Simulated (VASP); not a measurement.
# Li4Nb4O11 (a cell with a defect) in VASP: a series of runs

The runs below take Li4Nb4O11 (a cell with a defect) through single point, with PBEsol.

All numbers are computed with VASP 6.6.1; they aren't measurements. Logs are shortened: lines on timing, memory, paths and dates and some standing lists are left out, and cuts for length are marked.

## Step 1: The cell of the first run

The cell holds a defect, 19 atoms: a = 5.195 Å, b = 5.598 Å, c = 7.637 Å, α = 95.84°, β = 90.00°, γ = 90.00°.

## Step 2: Single point, PBEsol

INCAR reads:

```
PREC     = Accurate       # precision mode
ENCUT    = 520            # plane-wave cutoff, eV
EDIFF    = 1E-7           # SCF threshold, eV
ISMEAR   = 0              # smearing method
SIGMA    = 0.05           # smearing width, eV
LREAL    = Auto         
LASPH    = T              # aspherical terms in the spheres
NELM     = 60             # most SCF steps
ALGO     = Normal         # electronic algorithm
ISIF     = 2              # what is computed and relaxed
LWAVE    = F              # write WAVECAR
LCHARG   = T              # write CHGCAR
GGA      = PS             # functional
LELF     = T              # ELF
LVHAR    = T            
NELECT   = 128.0        
NBANDS   = 80             # bands
```

KPOINTS reads:

```
Automatic mesh
0
Gamma
  4 4 4
```

POSCAR reads:

```
Li4Nb4O11
1.0
    5.1950821957      0.0000000000      0.0000000000
    0.0000000000      2.9993821042     -4.7271664166
    0.0000000000      5.9987642083      4.7271664167
Li Nb O
4 4 11
Direct
    0.0000000000      0.2865432153      0.3567283924
    0.5000000000      0.7865432153      0.8567283924
    0.0000000000      0.7134567847      0.6432716076
    0.5000000000      0.2134567847      0.1432716076
    0.0000000000      0.7111568631      0.1444215685
    0.5000000000      0.2111568631      0.6444215685
    0.0000000000      0.2888431369      0.8555784315
    0.5000000000      0.7888431369      0.3555784315
    0.8020967884      0.0253128181      0.7589912829
    0.3020967884      0.5253128181      0.2589912829
    0.3273039138      0.1547135204      0.8883919851
    0.3705992977      0.8526167320      0.5862951967
    0.8705992977      0.3526167320      0.0862951967
    0.1979032116      0.9746871819      0.2410087171
    0.6979032116      0.4746871819      0.7410087171
    0.1726960862      0.3452864796      0.6116080149
    0.7019313177      0.8902622257      0.1234400158
    0.6294007023      0.1473832680      0.4137048033
    0.1294007023      0.6473832680      0.9137048033
```

Potentials or basis: VASP PAW PBE potentials, release 64 (Li_sv, Nb_sv, O).

Run with:

```
> cat potpaw_PBE.64/Li_sv/POTCAR potpaw_PBE.64/Nb_sv/POTCAR potpaw_PBE.64/O/POTCAR > POTCAR
> mpirun -np 1 vasp_std > vasp.out
```

OUTCAR:

```text
PREC = Accurate
   ENCUT = 520
   EDIFF = 1E-7
   ISMEAR = 0
   LREAL = Auto
   LASPH = T
   NELM = 60
   ISIF = 2
   GGA = PS
   NELECT = 128.0

 ion  position               nearest neighbor table
   1  0.000  0.287  0.357-  18 2.14  16 2.14  14 2.14  10 2.24  13 2.24
   2  0.500  0.787  0.857-  19 2.14  15 2.14   9 2.24  11 2.24  12 2.24
   3  0.000  0.713  0.643-  12 2.14   9 2.14  15 2.24  16 2.24  19 2.24
   4  0.500  0.213  0.143-  17 2.08  13 2.14  11 2.14  10 2.14  14 2.24  18 2.24
   5  0.000  0.711  0.144-  17 1.86  14 1.89  19 1.89  10 2.12  13 2.12
   6  0.500  0.211  0.644-  16 1.89  15 1.89  18 1.89  11 2.12   9 2.12  12 2.12
   7  0.000  0.289  0.856-  11 1.89   9 1.89  13 1.89  16 2.12  15 2.12  19 2.12
   8  0.500  0.789  0.356-  10 1.89  12 1.89  14 2.12  18 2.12  17 2.18
   9  0.802  0.025  0.759-   7 1.89   6 2.12   3 2.14   2 2.24
  10  0.302  0.525  0.259-   8 1.89   5 2.12   4 2.14   1 2.24
  11  0.327  0.155  0.888-   7 1.89   6 2.12   4 2.14   2 2.24
  12  0.371  0.853  0.586-   8 1.89   6 2.12   3 2.14   2 2.24
  13  0.871  0.353  0.086-   7 1.89   5 2.12   4 2.14   1 2.24
  14  0.198  0.975  0.241-   5 1.89   8 2.12   1 2.14   4 2.24
  15  0.698  0.475  0.741-   6 1.89   7 2.12   2 2.14   3 2.24
  16  0.173  0.345  0.612-   6 1.89   7 2.12   1 2.14   3 2.24
  17  0.702  0.890  0.123-   5 1.86   4 2.08   8 2.18
  18  0.629  0.147  0.414-   6 1.89   8 2.12   1 2.14   4 2.24
  19  0.129  0.647  0.914-   5 1.89   7 2.12   2 2.14   3 2.24

  LATTYP: Found a simple monoclinic cell.
 ALAT       =     5.5984279344
 B/A-ratio  =     0.9279537500
 C/A-ratio  =     1.3642207161
 COS(beta)  =    -0.1018177164

  Lattice vectors:

 A1 = (   0.0000000000,   2.9993821042,  -4.7271664166)
 A2 = (  -5.1950821957,   0.0000000000,   0.0000000000)
 A3 = (   0.0000000000,   5.9987642083,   4.7271664167)

Analysis of symmetry for initial positions (statically):
=====================================================================
 Subroutine PRICEL returns:
 Original cell was already a primitive cell.

 Routine SETGRP: Setting up the symmetry group for a
 simple monoclinic supercell.

 Subroutine GETGRP returns: Found  1 space group operations
 (whereof  1 operations were pure point group operations)
 out of a pool of  4 trial point group operations.

The static configuration has the point symmetry C_1 .

Analysis of symmetry for dynamics (positions and initial velocities):
=====================================================================
 Subroutine PRICEL returns:
 Original cell was already a primitive cell.

 Routine SETGRP: Setting up the symmetry group for a
 simple monoclinic supercell.

 Subroutine GETGRP returns: Found  1 space group operations
 (whereof  1 operations were pure point group operations)
 out of a pool of  4 trial point group operations.

The dynamic configuration has the point symmetry C_1 .

 Subroutine INISYM returns: Found  1 space group operations
 (whereof  1 operations are pure point group operations),
 and found     1 'primitive' translations

----------------------------------------------------------------------------------------

                                     Primitive cell

  volume of cell :     220.9766

  direct lattice vectors                    reciprocal lattice vectors
     5.195082196  0.000000000  0.000000000     0.192489736  0.000000000  0.000000000
     0.000000000  2.999382104 -4.727166417     0.000000000  0.111134001 -0.141028813
     0.000000000  5.998764208  4.727166417     0.000000000  0.111134001  0.070514406

  length of vectors
     5.195082196  5.598427934  7.637491365     0.192489736  0.179554705  0.131617049

  position of ions in fractional coordinates (direct lattice)
     0.000000000  0.286543215  0.356728392
     0.500000000  0.786543215  0.856728392
     0.000000000  0.713456785  0.643271608
     0.500000000  0.213456785  0.143271608
     0.000000000  0.711156863  0.144421569
     0.500000000  0.211156863  0.644421569
[... 11 lines left out ...]
     0.629400702  0.147383268  0.413704803
     0.129400702  0.647383268  0.913704803

  ion indices of the primitive-cell ions
   primitive index   ion index
                 1           1
                 2           2
                 3           3
                 4           4
                 5           5
                 6           6
[... 11 lines left out ...]
                18          18
                19          19

----------------------------------------------------------------------------------------

 KPOINTS: Automatic mesh

Automatic generation of k-mesh.
 Grid dimensions read from file:
 generate k-points for:    4    4    4

 Generating k-lattice:

  Cartesian coordinates                     Fractional coordinates (reciprocal lattice)
     0.048122434  0.000000000  0.000000000     0.250000000  0.000000000  0.000000000
     0.000000000  0.027783500 -0.035257203     0.000000000  0.250000000  0.000000000
     0.000000000  0.027783500  0.017628602     0.000000000  0.000000000  0.250000000

  Length of vectors
     0.048122434  0.044888676  0.032904262

  Shift w.r.t. Gamma in fractional coordinates (k-lattice)
     0.000000000  0.000000000  0.000000000

 Subroutine IBZKPT returns following result:
 ===========================================

 Found     36 irreducible k-points:

 Following reciprocal coordinates:
            Coordinates               Weight
  0.000000  0.000000  0.000000      1.000000
  0.250000  0.000000  0.000000      2.000000
  0.500000  0.000000  0.000000      1.000000
  0.000000  0.250000  0.000000      2.000000
  0.250000  0.250000  0.000000      2.000000
  0.250000 -0.250000 -0.000000      2.000000
[... 16 lines left out ...]
  0.000000 -0.250000  0.250000      2.000000
  0.250000 -0.250000  0.250000      2.000000
 [... further k-points ...]
   k-points           NKPTS =     36   k-points in BZ     NKDIM =     36   number of bands    NBANDS=     80
   number of dos      NEDOS =    301   number of ions     NIONS =     19
   total plane-waves  NPLWV = 100800
   dimension x,y,z NGX =    40 NGY =   42 NGZ =   60
   dimension x,y,z NGXF=    80 NGYF=   84 NGZF=  120
   ions per type =               4   4  11
   NGX,Y,Z   is equivalent  to a cutoff of  12.80, 12.47, 13.06 a.u.
   NGXF,Y,Z  is equivalent  to a cutoff of  25.60, 24.94, 26.12 a.u.
 SYSTEM =  unknown system
   PREC   = accura    normal or accurate (medium, high low for compatibility)
   ISTART =      0    job   : 0-new  1-cont  2-samecut
   ICHARG =      2    charge: 1-file 2-atom 10-const
   ISPIN  =      1    spin polarized calculation?
   LNONCOLLINEAR =      F non collinear calculations
   LSORBIT =      F    spin-orbit coupling
   LASPH  =      T    aspherical Exc in radial PAW
   ENCUT  =  520.0 eV  38.22 Ry    6.18 a.u.   9.66 10.41 14.20*2*pi/ulx,y,z
   NELM   =     60;   NELMIN=  2; NELMDL= -5     # of ELM steps
   EDIFF  = 0.1E-06   stopping-criterion for ELM
   LREAL  =      T    real-space projection
   EDIFFG = 0.1E-05   stopping-criterion for IOM
   NSW    =      0    number of steps for IOM
   IBRION =     -1    ionic relax: 0-MD 1-quasi-New 2-CG
   NFREE  =      0    steps in history (QN), initial steepest desc. (CG)
   ISIF   =      2    stress and relaxation
   ISYM   =      2    0-nonsym 1-usesym 2-fastsym
   POTIM  = 0.5000    time-step for ionic-motion
   TEBEG  =    0.0;   TEEND  =   0.0 temperature during run
   PSTRESS=    0.0 pullay stress
   NELECT =     128.0000    total number of electrons
   NUPDOWN=      -1.0000    fix difference up-down
   EMIN   =  10.00;   EMAX   =-10.00  energy-range for DOS
   EFERMI =   0.00;   METHOD = LEGACY
   ISMEAR =     0;   SIGMA  =   0.05  broadening in eV -4-tet -1-fermi 0-gaus
   EFERMI_NEDOS =   21; number of points for ismear=-14 and -15
   IALGO  =     38    algorithm
   IMIX   =      4    mixing-type and parameters
     AMIX     =   0.40;   BMIX     =  1.00
     AMIX_MAG =   1.60;   BMIX_MAG =  1.00
  volume/ion in A,a.u.               =      11.63        78.49
  Fermi-wavevector in a.u.,A,eV,Ry     =   1.364675  2.578863 25.338660  1.862339
  Thomas-Fermi vector in A             =   2.490970
   LORBIT       =      0    0 simple, 1 ext, 2 COOP (PROOUT), +10 PAW based schemes
   GGA     = PS    functional components
   LHFCALC =     F    Hartree Fock is set to
   AEXX    =    0.0000 exact exchange contribution
   IVDW    =     0    specifies the selected vdW correction
   LEPSILON=     F    determine dielectric tensor
   LRPA    =     F    only Hartree local field effects (RPA)
 non-spin polarized calculation
 Gauss-broadening in eV      SIGMA  =   0.05
  energy-cutoff  :      520.00
  volume of cell :      220.98
 maximum number of plane-waves:      5983
 NGX is ok and might be reduce to    40
   NGX = 19   NGY = 21   NGZ = 29

 number of electron     127.9999978 magnetization

 Free energy of the ion-electron system (eV)
  ---------------------------------------------------
  ext. energy  EPLUGINS =         0.00000000
  ---------------------------------------------------
  free energy    TOTEN  =      -164.86281184 eV

  energy without entropy =     -164.86281184  energy(sigma->0) =     -164.86281184

 E-fermi :   3.4203     XC(G=0): -10.3718

 val. band max:        3.0723929699   @ k =   0.0000   0.0000   0.0000
 cond. band min:       4.2866797180   @ k =   0.0000   0.5000   0.5000
 fundamental gap:      1.2142867481
 Fermi energy:         3.4203065819

 k-point     1 :       0.0000    0.0000    0.0000
  band No.  band energies     occupation
      1     -52.1731      2.00000
      2     -51.4027      2.00000
      3     -50.7175      2.00000
      4     -50.6328      2.00000
      5     -39.1959      2.00000
      6     -39.0978      2.00000
[... 68 lines left out ...]
     75       8.0845      0.00000
     76       8.2187      0.00000

 k-point     2 :       0.2500    0.0000    0.0000
  band No.  band energies     occupation
      1     -52.1727      2.00000
      2     -51.4032      2.00000
      3     -50.7122      2.00000
      4     -50.6382      2.00000
      5     -39.1959      2.00000
      6     -39.0978      2.00000
[... 1730 lines left out ...]
 k-point    24 :       0.2500   -0.2500    0.2500
  band No.  band energies     occupation
      1     -52.1727      2.00000
      2     -51.4032      2.00000
      3     -50.7122      2.00000
      4     -50.6383      2.00000
      5     -39.1959      2.00000
      6     -39.0978      2.00000
[... 68 lines left out ...]
     75       8.2230      0.00000
     76       8.2741      0.00000

 [... further k-points ...]

 [bands above 76 left out]

------------------------ aborting loop because EDIFF is reached ----------------------------------------

  FORCE on cell =-STRESS in cart. coord.  units (eV):
  Direction    XX          YY          ZZ          XY          YZ          ZX
  --------------------------------------------------------------------------------------
  -------------------------------------------------------------------------------------
  Total      -18.9162633    -22.2025167    -24.5357317      0.8276532     -0.0700893     -0.6300726
  in kB     -137.1511859   -160.9779610   -177.8947909      6.0008477     -0.5081778     -4.5683024
  external PRESSURE =    -158.6746459 kB  Pullay stress =       0.0000000 kB

 VOLUME and BASIS-vectors are now :
 -----------------------------------------------------------------------------
  energy-cutoff  :      520.00
  volume of cell :      220.98
      direct lattice vectors                 reciprocal lattice vectors
     5.195082196  0.000000000  0.000000000     0.192489736  0.000000000  0.000000000
     0.000000000  2.999382104 -4.727166417     0.000000000  0.111134001 -0.141028813
     0.000000000  5.998764208  4.727166417     0.000000000  0.111134001  0.070514406

 POSITION                                       TOTAL-FORCE (eV/Angst)
 -----------------------------------------------------------------------------------
      0.00000      2.99938      0.33178         0.306506     -0.495357      0.731989
      2.59754      7.49846      0.33178         0.074964      0.004137     -0.068033
      0.00000      5.99876     -0.33178         0.342833      0.946095      0.566960
      2.59754      1.49969     -0.33178         0.021511     -0.251111     -0.135164
      0.00000      2.99938     -2.67905         1.863021     -4.879655     -1.811588
      2.59754      4.49907      2.04811         0.020812      1.848243      0.303239
[... 11 lines left out ...]
      3.26979      2.92378      1.25895         0.265372     -0.981252      0.374941
      0.67225      7.42285      1.25895        -0.449839      1.772055      0.093316
 -----------------------------------------------------------------------------------
    total drift:                               -0.002086      0.000808      0.001259

  FREE ENERGIE OF THE ION-ELECTRON SYSTEM (eV)
  ---------------------------------------------------
  free  energy   TOTEN  =      -164.8628118421 eV

  energy  without entropy=     -164.8628118421  energy(sigma->0) =     -164.86281184
```

It took 12 min on 1 thread of AMD EPYC 9R45 (Zen 5), shared host; peak memory 0.52 GiB.

Results:

| Item | Value |
| --- | --- |
| Free energy | -164.8628 eV |
| Largest force | 5.528 eV/Å |

Forces in eV/Å, atoms in the order of the input:
```
Li   0.307 -0.495  0.732
Li   0.075  0.004 -0.068
Li   0.343  0.946  0.567
Li   0.022 -0.251 -0.135
Nb   1.863 -4.880 -1.812
Nb   0.021  1.848  0.303
Nb   0.204 -1.183  0.302
Nb  -3.860  1.474 -2.632
O   -0.058 -0.259 -0.030
O    0.155  1.142 -0.192
O   -0.138 -0.151 -0.175
O    0.679 -2.044 -0.269
O   -0.249  2.433 -0.151
O    1.612  0.776  1.508
O    0.067 -0.251 -0.517
O   -0.286  0.056 -0.314
O   -0.571  0.044  2.414
O    0.265 -0.981  0.375
O   -0.450  1.772  0.093
```

Levels at points of the mesh, in eV from the Fermi level:
```
           k point  band 62  band 63  band 64  band 65  band 66  band 67
(0.00, 0.00, 0.00)    -0.83    -0.64    -0.35     0.90     2.21     2.49
(0.50, 0.00, 0.00)    -0.81    -0.48    -0.47     1.00     2.23     2.59
(0.00, 0.50, 0.00)    -0.78    -0.57    -0.46     0.94     2.35     2.54
(0.50, 0.50, 0.00)    -0.68    -0.55    -0.50     1.01     2.32     2.56
(0.00, 0.00, 0.50)    -0.80    -0.58    -0.36     0.96     2.15     2.53
(0.50, 0.00, 0.50)    -0.77    -0.46    -0.44     0.97     2.24     2.58
(0.00, 0.50, 0.50)    -0.73    -0.60    -0.47     0.87     2.36     2.52
(0.50, 0.50, 0.50)    -0.82    -0.57    -0.53     0.99     2.33     2.56
```

Caveat: the cell carries a net charge on a neutralising background, which shifts energy and pressure; the cell differs from its parent crystal (atoms taken out, atom 17 moved 0.000 of the way to it and +0.300 Å across, host rigid); the cell is charged against a uniform background, so pressure and absolute levels hang on convention; the cutoff is under 1.25 times the usual one of these potentials, so pressure, stress and relaxed cells hold a basis-set (Pulay) error; the PAW data sets were made with another functional, which shifts forces and pressure a little.

## Step 3: Single point, PBEsol

INCAR reads:

```
ALGO = Normal
EDIFF = 1E-6
ENCUT = 520
GGA = PS
ISIF = 2
ISMEAR = 0
LASPH = True
LCHARG = False
LREAL = Auto
LWAVE = False
NBANDS = 80
NELECT = 128.0
NELM = 100
PREC = Accurate
SIGMA = 0.05
```

KPOINTS reads:

```
k-points
0
Gamma
  4 4 4
```

POSCAR: that of step 2 with these lines changed.

```diff
@@ -24,3 +24,3 @@
     0.1726960862      0.3452864796      0.6116080149
-    0.7019313177      0.8902622257      0.1234400158
+    0.7604017807      0.9802137179      0.1471040176
     0.6294007023      0.1473832680      0.4137048033
```

Potentials or basis: VASP PAW PBE potentials, release 64 (Li_sv, Nb_sv, O).

Run with:

```
> cat potpaw_PBE.64/Li_sv/POTCAR potpaw_PBE.64/Nb_sv/POTCAR potpaw_PBE.64/O/POTCAR > POTCAR
> mpirun -np 1 vasp_std > vasp.out
```

Wall time 10 min (1 thread of Intel Xeon 6975P-C (Granite Rapids), shared host); peak memory 0.54 GiB.

Results (log left out):

- Free energy: -162.9171 eV
- Largest force: 5.879 eV/Å

Forces in eV/Å, atoms in the order of the input:
```
Li   0.225 -0.598  0.792
Li   0.018 -0.112 -0.226
Li   0.316  0.920  0.555
Li  -0.193 -0.085 -0.313
Nb   0.618 -3.501 -2.809
Nb   0.163  1.670  0.139
Nb   0.275 -1.275  0.315
Nb  -3.560  2.410 -2.981
O   -0.092 -0.279 -0.045
O    0.185  0.997 -0.431
O   -0.178 -0.149 -0.104
O    0.771 -2.319 -0.223
O   -0.143  2.893 -1.278
O    3.152  0.892  1.834
O    0.080 -0.115 -0.542
O   -0.332  0.069 -0.316
O   -0.468 -3.277  4.858
O   -0.398  0.190  0.782
O   -0.439  1.670 -0.007
```

Levels at points of the mesh, in eV from the Fermi level:
```
           k point  band 61  band 62  band 63  band 64  band 65  band 66  band 67  band 68
(0.00, 0.00, 0.00)    -1.02    -0.90    -0.58    -0.27     0.65     2.01     2.16     2.97
(0.50, 0.00, 0.00)    -0.87    -0.79    -0.69    -0.29     0.83     1.94     2.25     2.60
(0.00, 0.50, 0.00)    -0.87    -0.82    -0.68    -0.29     0.69     2.10     2.25     3.03
(0.50, 0.50, 0.00)    -0.91    -0.75    -0.69    -0.36     0.77     2.06     2.27     2.68
(0.00, 0.00, 0.50)    -0.97    -0.68    -0.61    -0.34     0.70     2.00     2.23     2.86
(0.50, 0.00, 0.50)    -0.99    -0.71    -0.65    -0.33     0.79     1.96     2.25     2.61
(0.00, 0.50, 0.50)    -0.91    -0.75    -0.63    -0.41     0.63     2.08     2.28     3.01
(0.50, 0.50, 0.50)    -0.90    -0.80    -0.75    -0.33     0.73     2.09     2.26     2.65
```

Caveat: the cell carries a net charge on a neutralising background, which shifts energy and pressure; the cell differs from its parent crystal (atoms taken out, atom 17 moved 0.000 of the way to it and +0.900 Å across, host rigid); the cell is charged against a uniform background, so pressure and absolute levels hang on convention; the cutoff is under 1.25 times the usual one of these potentials, so pressure, stress and relaxed cells hold a basis-set (Pulay) error; the PAW data sets were made with another functional, which shifts forces and pressure a little.

(Part 1 of 2 ends here.)
